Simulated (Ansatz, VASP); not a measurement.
**One calculation of TiBr2, two programs**

INCAR

```
SYSTEM = TiBr2
PREC     = Accurate       ! precision mode
ENCUT    = 520            ! plane-wave cutoff, eV
EDIFF    = 1E-7           ! SCF threshold, eV
ISMEAR   = 0              ! smearing method
SIGMA    = 0.05           ! smearing width, eV
LREAL    = .False.        ! projectors in reciprocal space
LASPH    = .True.         ! aspherical terms in the spheres
NELM     = 150            ! most SCF steps
ALGO     = Normal         ! electronic algorithm
ISIF     = 2              ! what is computed and relaxed
LWAVE    = .False.        ! write WAVECAR
LCHARG   = .True.         ! write CHGCAR
ISPIN    = 2              ! spin polarisation
MAGMOM   = 1 0 0          ! initial moments
LORBIT   = 11             ! projections on sites
LMAXMIX  = 4              ! l up to which the mixer works
LDAU     = .True.         ! DFT+U
LDAUTYPE = 2            
LDAUL    = 2 -1           ! shell
LDAUU    = 7 0            ! U, eV
LDAUJ    = 0 0          
LDAUPRINT= 1            
LELF     = .True.         ! ELF
LVHAR    = .True.       
NBANDS   = 24             ! bands
```

KPOINTS

```
Automatic mesh
0
Gamma
  5 5 5
  0 0 0
```

File POSCAR:

```
TiBr2
1.0
    2.0716729200      1.1960809200      6.2634474900
   -2.0716729200      1.1960809200      6.2634474900
    0.0000000000     -2.3921618400      6.2634474900
Ti Br
1 2
Direct
    0.0000000000      0.0000000000      0.0000000000
    0.2520000000      0.2520000000      0.2520000000
    0.7480000000      0.7480000000      0.7480000000
```

input.yaml

```yaml
crystal:
  lattice:
    - [2.07167292, 1.19608092, 6.26344749]
    - [-2.07167292, 1.19608092, 6.26344749]
    - [0.0, -2.39216184, 6.26344749]
  atoms:
    - { symbol: Ti, position: [0.0, 0.0, 0.0], spin: 1.0 }
    - { symbol: Br, position: [0.252, 0.252, 0.252] }
    - { symbol: Br, position: [0.748, 0.748, 0.748] }
hamiltonian:
  xc: lda
  pseudopotentials: { kind: paw }
  hubbard: { sites: [{ species: Ti, l: d, u_eff: 7.0 }] }
magnetization:
  spin_polarized: true
kpoints:
  mp_grid: { grid: [5, 5, 5] }
scf:
  occupations: { method: gaussian, width: 0.05 }
output:
  forces: true
  stress: true
  eigenvalues: true
```

Alike in both runs: task single point; functional LDA; k mesh 5 × 5 × 5; occupations gaussian, width 0.05 eV; collinear spin; Hubbard terms Ti d U = 7.0 eV.

|  | VASP | Ansatz |
| --- | --- | --- |
| version | VASP 6.6.1 | Ansatz 0.2.0 |
| potentials or method | VASP PAW LDA potentials, release 64 (Ti_sv, Br) | Ansatz PAW |
| plane-wave cutoff (eV) | 520 | 420 |
| valence electrons in the cell | 26 | 26 |

Ansatz gave:

```
gap on the k mesh at the Fermi level (eV)                     : 3.64
least direct gap on the mesh (eV)                             : 3.64
pressure (GPa)                                                : -3.3
traceless stress, the component that is largest in VASP (GPa) : 0.38
rms of the force components (eV/Å)                            : 0.205
net moment per atom (μB)                                      : 0.67
size of the moment on the site where the two differ most (μB) : 1.72
```

Which values does VASP return?

gap on the k mesh at the Fermi level (eV): 3.02; least direct gap on the mesh (eV): 3.68; pressure (GPa): -4.1; traceless stress, the component that is largest in VASP (GPa): 0.75; rms of the force components (eV/Å): 0.243; net moment per atom (μB): 0.67; size of the moment on the site where the two differ most (μB): 1.75.

LDA's correlation is that of Perdew and Zunger in VASP and of Perdew and Wang (1992) in Ansatz. Site moments also hang on the region over which each program counts them. The programs project onto different local orbitals, so the same U acts differently, and such runs can settle in different states. Atom by atom the forces differ by 0.038 eV/Å (rms over components).

Noted on Ansatz's run: the magnetic or orbital state may not be the lowest; odd divisions of the mesh miss points on the zone boundary, where band edges often lie, so the gap on the mesh can be too wide.
